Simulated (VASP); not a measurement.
# Al in VASP: a series of runs

Al is run at these levels: revPBE, PBEsol; tasks: relaxation of the atoms.

Everything below comes from runs of VASP 6.6.1. Logs are shortened: lines on timing, memory, paths and dates and some standing lists are left out, and cuts for length are marked.

### Step 1. The cell of the first run

The cell holds a slab with vacuum, 10 atoms: a = 2.836 Å, b = 2.836 Å, c = 37.975 Å, α = 90.00°, β = 90.00°, γ = 120.00°.

### Step 2. Relaxation of the atoms, revPBE

Input file INCAR:

```
PREC     = Accurate       # precision mode
ENCUT    = 520            # plane-wave cutoff, eV
EDIFF    = 1E-6           # SCF threshold, eV
ISMEAR   = 1              # smearing method
SIGMA    = 0.1            # smearing width, eV
LREAL    = F              # projectors in reciprocal space
LASPH    = T              # aspherical terms in the spheres
NELM     = 80             # most SCF steps
ALGO     = Normal         # electronic algorithm
ISIF     = 2              # what is computed and relaxed
LWAVE    = F              # write WAVECAR
LCHARG   = F              # write CHGCAR
LDIPOL   = T            
IDIPOL   = 3            
DIPOL    = 0.5 0.5 0.500
GGA      = RE             # functional
IBRION   = 2              # ionic algorithm
NSW      = 90             # ionic steps
EDIFFG   = -0.03          # ionic threshold
```

Input file KPOINTS:

```
regular mesh
0
Gamma
  12 12 1
```

Input file POSCAR:

```
Al
1.0
    2.8362844918      0.0000000000      0.0000000000
   -1.4181422459      2.4562944222      0.0000000000
    0.0000000000      0.0000000000     37.9748362768
Al
10
Selective dynamics
Direct
    0.3333333333      0.6666666667      0.2238324331  F F F
    0.0000000000      0.0000000000      0.2852030035  F F F
    0.6666666667      0.3333333333      0.3465735739  F F F
    0.0000000000      0.0000000000      0.4079441444  F F F
    0.3333333333      0.6666666667      0.4693147148  F F F
    0.0000000000      0.0000000000      0.5306852852  T T T
    0.6666666667      0.3333333333      0.5920558556  T T T
    0.0000000000      0.0000000000      0.6534264261  T T T
    0.3333333333      0.6666666667      0.7147969965  T T T
    0.0000000000      0.0000000000      0.7761675669  T T T
```

Potentials or basis: VASP PAW PBE potentials, release 64 (Al).

Command:

```sh
$ cat potpaw_PBE.64/Al/POTCAR > POTCAR
$ mpirun -np 1 vasp_std > vasp.out
```

OUTCAR:

```text
PREC = Accurate
   ENCUT = 520
   EDIFF = 1E-6
   ISMEAR = 1
   LREAL = F
   LASPH = T
   NELM = 80
   ISIF = 2
   GGA = RE
   IBRION = 2
   NSW = 90
   EDIFFG = -0.03

 ion  position               nearest neighbor table
   1  0.333  0.667  0.224-   2 2.85   2 2.85   2 2.85
   2  0.000  0.000  0.285-   1 2.85   3 2.85   1 2.85   3 2.85   3 2.85   1 2.85
   3  0.667  0.333  0.347-   2 2.85   2 2.85   2 2.85   4 2.85   4 2.85   4 2.85
   4  0.000  0.000  0.408-   5 2.85   5 2.85   5 2.85   3 2.85   3 2.85   3 2.85
   5  0.333  0.667  0.469-   4 2.85   6 2.85   4 2.85   6 2.85   4 2.85   6 2.85
   6  0.000  0.000  0.531-   5 2.85   7 2.85   5 2.85   7 2.85   7 2.85   5 2.85
   7  0.667  0.333  0.592-   6 2.85   6 2.85   6 2.85   8 2.85   8 2.85   8 2.85
   8  0.000  0.000  0.653-   9 2.85   9 2.85   9 2.85   7 2.85   7 2.85   7 2.85
   9  0.333  0.667  0.715-   8 2.85  10 2.85   8 2.85  10 2.85   8 2.85  10 2.85
  10  0.000  0.000  0.776-   9 2.85   9 2.85   9 2.85

  LATTYP: Found a hexagonal cell.
 ALAT       =     2.8362844918
 C/A-ratio  =    13.3889376706

  Lattice vectors:

 A1 = (   2.8362844918,   0.0000000000,   0.0000000000)
 A2 = (  -1.4181422459,   2.4562944222,   0.0000000000)
 A3 = (   0.0000000000,   0.0000000000,  37.9748362768)

Analysis of symmetry for initial positions (statically):
=====================================================================
 Subroutine PRICEL returns:
 Original cell was already a primitive cell.

 Routine SETGRP: Setting up the symmetry group for a
 hexagonal supercell.

 Subroutine GETGRP returns: Found  6 space group operations
 (whereof  6 operations were pure point group operations)
 out of a pool of 24 trial point group operations.

The static configuration has the point symmetry C_3v.

Analysis of symmetry for dynamics (positions and initial velocities):
=====================================================================
 Subroutine PRICEL returns:
 Original cell was already a primitive cell.

 Routine SETGRP: Setting up the symmetry group for a
 hexagonal supercell.

 Subroutine GETGRP returns: Found  6 space group operations
 (whereof  6 operations were pure point group operations)
 out of a pool of 24 trial point group operations.

The dynamic configuration has the point symmetry C_3v.

[... 163 lines left out ...]

 number of electron      30.0000000 magnetization

 Free energy of the ion-electron system (eV)
  ---------------------------------------------------
  ext. energy  EPLUGINS =         0.00000000
  ---------------------------------------------------
  free energy    TOTEN  =       -34.72581143 eV

  energy without entropy =      -34.72212956  energy(sigma->0) =      -34.72458414

------------------------ aborting loop because EDIFF is reached ----------------------------------------

  FORCE on cell =-STRESS in cart. coord.  units (eV):
  Direction    XX          YY          ZZ          XY          YZ          ZX
  --------------------------------------------------------------------------------------
  -------------------------------------------------------------------------------------
  Total        1.7770385      1.7770385      1.9689010      0.0000000     -0.0000000      0.0000000
  in kB       10.7617103     10.7617103     11.9236258      0.0000000     -0.0000000      0.0000000
  external PRESSURE =      11.1490154 kB  Pullay stress =       0.0000000 kB
[... 113 lines left out ...]
  FREE ENERGIE OF THE ION-ELECTRON SYSTEM (eV)
  ---------------------------------------------------
  free  energy   TOTEN  =       -34.7299872115 eV

  energy  without entropy=      -34.7268013046  energy(sigma->0) =      -34.72892524

 vacuum level on the upper side and lower side of the slab       (xc-potential included)        -0.191         0.006

[... ionic steps 4 to 16 ...]

--------------------------------------- Ionic step       17  -------------------------------------------

 number of electron      30.0000000 magnetization

------------------------ aborting loop because EDIFF is reached ----------------------------------------
[... 33 lines left out ...]
  FREE ENERGIE OF THE ION-ELECTRON SYSTEM (eV)
  ---------------------------------------------------
  free  energy   TOTEN  =       -34.7383564664 eV

  energy  without entropy=      -34.7365601197  energy(sigma->0) =      -34.73775768

 dipolmoment           0.000000      0.000000      0.006238 electrons x Angstroem

--------------------------------------- Ionic step       18  -------------------------------------------

 number of electron      30.0000000 magnetization

------------------------ aborting loop because EDIFF is reached ----------------------------------------
[... 39 lines left out ...]
--------------------------------------- Ionic step       19  -------------------------------------------

 number of electron      30.0000000 magnetization

 dipolmoment           0.000000      0.000000     -0.001983 electrons x Angstroem

 Free energy of the ion-electron system (eV)
  ---------------------------------------------------
  ext. energy  EPLUGINS =         0.00000000
  ---------------------------------------------------
  free energy    TOTEN  =       -34.73867668 eV

  energy without entropy =      -34.73699448  energy(sigma->0) =      -34.73811595

 E-fermi :   3.5309     XC(G=0):  -6.8005

 val. band max:        3.5218063952   @ k =   0.4167   0.1667   0.0000
 cond. band min:       3.5523180048   @ k =   0.0833   0.0000   0.0000
 fundamental gap:      0.0305116097
 Fermi energy:         3.5308788894

 k-point     1 :       0.0000    0.0000    0.0000
  band No.  band energies     occupation
      1      -7.5586      2.00000
      2      -7.3560      2.00000
      3      -7.0433      2.00000
      4      -6.6115      2.00000
      5      -6.0599      2.00000
      6      -5.4119      2.00000
[... 445 lines left out ...]
     20       3.1360      2.00000
     21       3.4777      1.77436

------------------------ aborting loop because EDIFF is reached ----------------------------------------

 vacuum level on the upper side and lower side of the slab       (xc-potential included)        -0.211        -0.118

  FORCE on cell =-STRESS in cart. coord.  units (eV):
  Direction    XX          YY          ZZ          XY          YZ          ZX
  --------------------------------------------------------------------------------------
  -------------------------------------------------------------------------------------
  Total        1.2192325      1.2192325      1.1513764      0.0000000      0.0000000      0.0000000
  in kB        7.3836481      7.3836481      6.9727128      0.0000000      0.0000000      0.0000000
  external PRESSURE =       7.2466696 kB  Pullay stress =       0.0000000 kB
[... 25 lines left out ...]
  FREE ENERGIE OF THE ION-ELECTRON SYSTEM (eV)
  ---------------------------------------------------
  free  energy   TOTEN  =       -34.7386766792 eV

  energy  without entropy=      -34.7369944845  energy(sigma->0) =      -34.73811595

 reached required accuracy - stopping structural energy minimisation

 vacuum level on the upper side and lower side of the slab         7.309         7.401
```

CONTCAR:

```text
Al
   1.00000000000000
     2.8362844917999999    0.0000000000000000    0.0000000000000000
    -1.4181422458999999    2.4562944222000000    0.0000000000000000
     0.0000000000000000    0.0000000000000000   37.9748362767999978
  Al
    10
Selective dynamics
Direct
     0.3333333332999970    0.6666666667000030    0.2238324331000001   F   F   F
     0.0000000000000000    0.0000000000000000    0.2852030035000013   F   F   F
     0.6666666667000030    0.3333333332999970    0.3465735739000024   F   F   F
     0.0000000000000000    0.0000000000000000    0.4079441443999983   F   F   F
     0.3333333332999970    0.6666666667000030    0.4693147147999994   F   F   F
     0.0000000000000000    0.0000000000000000    0.5312653426019976   T   T   T
     0.6666666667000030    0.3333333332999970    0.5936067731827326   T   T   T
     0.0000000000000000    0.0000000000000000    0.6559771502962422   T   T   T
     0.3333333332999970    0.6666666667000030    0.7179376637489536   T   T   T
     0.0000000000000000    0.0000000000000000    0.7813012129616720   T   T   T

  0.00000000E+00  0.00000000E+00  0.00000000E+00
  0.00000000E+00  0.00000000E+00  0.00000000E+00
  0.00000000E+00  0.00000000E+00  0.00000000E+00
  0.00000000E+00  0.00000000E+00  0.00000000E+00
  0.00000000E+00  0.00000000E+00  0.00000000E+00
  0.00000000E+00  0.00000000E+00  0.00000000E+00
  0.00000000E+00  0.00000000E+00  0.00000000E+00
  0.00000000E+00  0.00000000E+00  0.00000000E+00
  0.00000000E+00  0.00000000E+00  0.00000000E+00
  0.00000000E+00  0.00000000E+00  0.00000000E+00
```

Run time: 21 min. Hardware: 1 thread of Intel Xeon 6975P-C (Granite Rapids), shared host; peak memory 0.47 GiB.

Results:

```yaml
Free_energy: -34.7387 eV
Energy_gained_by_relaxing: 1.3 meV/atom
Ionic_steps: 19
```

The path:
```csv
step,energy change (eV),largest force on free atoms (eV/Å),pressure (GPa)
1,0.0000,0.1911,1.11
2,-0.0024,0.1478,1.10
3,-0.0042,0.1002,1.06
4,-0.0042,0.0747,1.07
5,-0.0051,0.0690,1.05
6,-0.0066,0.0536,1.01
7,-0.0067,0.0660,0.99
8,-0.0076,0.0453,0.97
9,-0.0081,0.0420,0.94
10,-0.0086,0.0394,0.93
11,-0.0094,0.0498,0.89
12,-0.0101,0.0373,0.87
13,-0.0114,0.0515,0.83
14,-0.0106,0.1427,0.73
15,-0.0116,0.0788,0.80
16,-0.0119,0.0725,0.79
17,-0.0125,0.0518,0.76
18,-0.0128,0.0362,0.71
19,-0.0129,0.0229,0.72
```

Final structure:
```
Al
1.0
     2.83628    0.00000    0.00000
    -1.41814    2.45629    0.00000
     0.00000    0.00000   37.97484
Al
10
Direct
  0.33333 0.66667 0.22383
  0.00000 0.00000 0.28520
  0.66667 0.33333 0.34657
  0.00000 0.00000 0.40794
  0.33333 0.66667 0.46931
  0.00000 0.00000 0.53127
  0.66667 0.33333 0.59361
  0.00000 0.00000 0.65598
  0.33333 0.66667 0.71794
  0.00000 0.00000 0.78130
```

Levels at points of the mesh, in eV from the Fermi level:
| k point | band 10 | band 11 | band 12 | band 13 | band 14 | band 15 | band 16 | band 17 | band 18 | band 19 |
| --- | --- | --- | --- | --- | --- | --- | --- | --- | --- | --- |
| (0.00, 0.00, 0.00) | -5.19 | -4.12 | -2.83 | -1.50 | -0.13 | 1.24 | 2.51 | 3.37 | 4.00 | 4.20 |
| (0.50, 0.00, 0.00) | -3.68 | -2.92 | -2.88 | -2.30 | -2.21 | -1.54 | -1.11 | -0.37 | -0.35 | 0.65 |

Caveat: the highest band is partly filled, so the run has too few bands; the PAW data sets were made with another functional, which shifts forces and pressure a little.

### Step 3. Relaxation of the atoms, PBEsol

Input file INCAR:

```
  PREC = Accurate
  ENCUT = 520
  EDIFF = 1E-7
  ISMEAR = 0
  SIGMA = 0.1
  LREAL = F
  LASPH = T
  NELM = 100
  ALGO = Normal
  ISIF = 2
  LWAVE = F
  LCHARG = F
  LDIPOL = T
  IDIPOL = 3
  DIPOL = 0.5 0.5 0.500
  GGA = PS
  IBRION = 2
  NSW = 90
  EDIFFG = -0.03
```

Input file KPOINTS:

```
Automatic mesh
0
Gamma
  12 12 1
```

POSCAR is that of step 2.

Potentials or basis: VASP PAW PBE potentials, release 64 (Al).

Command:

```sh
$ cat potpaw_PBE.64/Al/POTCAR > POTCAR
$ mpirun -np 1 vasp_std > vasp.out
```

Wall time 18 min (1 thread of Intel Xeon 8259CL, shared host); peak memory 0.46 GiB.

The run converged. Its results:

- Free energy: -39.9708 eV
- Energy gained by relaxing: 0.2 meV/atom
- Ionic steps: 4

Step by step:
```
step  energy change (eV)  largest force on free atoms (eV/Å)  pressure (GPa)
   1              0.0000                              0.1279           -0.37
   2             -0.0011                              0.0774           -0.37
   3             -0.0017                              0.0371           -0.38
   4             -0.0018                              0.0296           -0.38
```

Final structure:
```
Al
1.0
     2.83628    0.00000    0.00000
    -1.41814    2.45629    0.00000
     0.00000    0.00000   37.97484
Al
10
Direct
  0.33333 0.66667 0.22383
  0.00000 0.00000 0.28520
  0.66667 0.33333 0.34657
  0.00000 0.00000 0.40794
  0.33333 0.66667 0.46931
  0.00000 0.00000 0.53055
  0.66667 0.33333 0.59193
  0.00000 0.00000 0.65353
  0.33333 0.66667 0.71437
  0.00000 0.00000 0.77645
```

Levels at points of the mesh, in eV from the Fermi level:
| k point | band 12 | band 13 | band 14 | band 15 | band 16 | band 17 | band 18 | band 19 |
| --- | --- | --- | --- | --- | --- | --- | --- | --- |
| (0.00, 0.00, 0.00) | -2.78 | -1.44 | -0.06 | 1.31 | 2.60 | 3.53 | 4.20 | 4.33 |
| (0.50, 0.00, 0.00) | -2.91 | -2.33 | -2.24 | -1.54 | -1.12 | -0.36 | -0.35 | 0.68 |

Caveat: the highest band is partly filled, so the run has too few bands; the PAW data sets were made with another functional, which shifts forces and pressure a little.

### Step 4. Relaxation of the atoms, PBEsol

This run uses another cell than the first one: it holds 8 atoms, not 10.

Input file INCAR:

```
SYSTEM = Al
  ALGO = Normal
  DIPOL = 0.5 0.5 0.500
  EDIFF = 1E-6
  EDIFFG = -0.03
  ENCUT = 520
  GGA = PS
  IBRION = 2
  IDIPOL = 3
  ISIF = 2
  ISMEAR = 0
  LASPH = .True.
  LCHARG = .False.
  LDIPOL = .True.
  LREAL = .False.
  LWAVE = .False.
  NELM = 80
  NSW = 90
  PREC = Accurate
  SIGMA = 0.1
```

Input file KPOINTS:

```
k-points
0
Gamma
  12 12 1
  0 0 0
```

Input file POSCAR:

```
Al
1.0
    2.8362844922      0.0000000000      0.0000000000
   -1.4181422461      2.4562944226      0.0000000000
    0.0000000000      0.0000000000     33.3137615421
Al
8
Selective dynamics
Direct
    0.3333333333      0.6666666667      0.2551498122  F F F
    0.0000000000      0.0000000000      0.3251070087  F F F
    0.6666666667      0.3333333333      0.3950642052  F F F
    0.0000000000      0.0000000000      0.4650214017  F F F
    0.3333333333      0.6666666667      0.5349785983  T T T
    0.0000000000      0.0000000000      0.6049357948  T T T
    0.6666666667      0.3333333333      0.6748929913  T T T
    0.0000000000      0.0000000000      0.7448501878  T T T
```

Command:

```sh
$ cat potpaw_PBE.64/Al/POTCAR > POTCAR
$ mpirun -np 1 vasp_std > vasp.out
```

Run time: 9.4 min. Hardware: 1 thread of Intel Xeon Platinum 8259CL at 2.50GHz (Skylake/Cascade Lake), shared host; peak memory 0.4 GiB.

Results (log left out):

- Free energy: -31.8378 eV
- Energy gained by relaxing: 0.5 meV/atom
- Ionic steps: 5
- Band gap on the k mesh: zero (bands 12 and 13 overlap by 3.24 eV)

Step by step:
| step | energy change (eV) | largest force on free atoms (eV/Å) | pressure (GPa) |
| --- | --- | --- | --- |
| 1 | 0.0000 | 0.1273 | -0.47 |
| 2 | -0.0013 | 0.0972 | -0.48 |
| 3 | -0.0025 | 0.0759 | -0.51 |
| 4 | -0.0030 | 0.0526 | -0.52 |
| 5 | -0.0037 | 0.0160 | -0.56 |

Final structure:
```yaml
crystal:
  lattice:
    - [2.83628, 0.00000, 0.00000]
    - [-1.41814, 2.45629, 0.00000]
    - [0.00000, 0.00000, 33.31376]
  atoms:
    - { symbol: Al, position: [0.33333, 0.66667, 0.25515] }
    - { symbol: Al, position: [0.00000, 0.00000, 0.32511] }
    - { symbol: Al, position: [0.66667, 0.33333, 0.39506] }
    - { symbol: Al, position: [0.00000, 0.00000, 0.46502] }
    - { symbol: Al, position: [0.33333, 0.66667, 0.53438] }
    - { symbol: Al, position: [0.00000, 0.00000, 0.60436] }
    - { symbol: Al, position: [0.66667, 0.33333, 0.67458] }
    - { symbol: Al, position: [0.00000, 0.00000, 0.74596] }
```

Levels at points of the mesh, in eV from the Fermi level:
```csv
k point,band 8,band 9,band 10,band 11,band 12,band 13,band 14,band 15
"(0.00, 0.00, 0.00)",-5.26,-3.94,-2.32,-0.69,0.98,2.52,3.66,4.03
"(0.50, 0.00, 0.00)",-3.69,-2.82,-2.74,-2.04,-1.70,-0.74,-0.58,0.59
```

Caveat: the PAW data sets were made with another functional, which shifts forces and pressure a little.

The gap in the log of VASP goes by the Fermi energy; the results here count the filled bands.